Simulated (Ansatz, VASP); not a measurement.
**Cu in VASP and in Ansatz**

```
CELL_PARAMETERS angstrom
0.00000 1.81710 1.81710
1.81710 0.00000 1.81710
1.81710 1.81710 0.00000
ATOMIC_POSITIONS crystal
Cu 0.00000 0.00000 0.00000
```

Alike in both runs: task single point; functional PBE; k mesh 4 × 4 × 4; occupations fermi-dirac, width 0.15 eV; non-collinear spin, spin-orbit coupling.

|  | VASP | Ansatz |
| --- | --- | --- |
| version | VASP 6.6.1 | Ansatz 0.2.0 development build |
| potentials or method | VASP PAW PBE potentials, release 64 (Cu), cutoff 520 eV | plane waves, PAW datasets (generated soft set 1) |
| valence electrons in the cell | 11 | 19 |

|  | VASP | Ansatz | Ansatz less VASP |
| --- | --- | --- | --- |
| net moment per atom (μB) | 0.00 | 0.00 | 0.000 |

VASP's potentials hold 11 valence electrons a cell and Ansatz's 19, so a difference there can come from the potentials and not from the codes. Ansatz's warnings: stress scf threshold loose.

The k mesh is coarse, so the values compare programs but aren't converged.
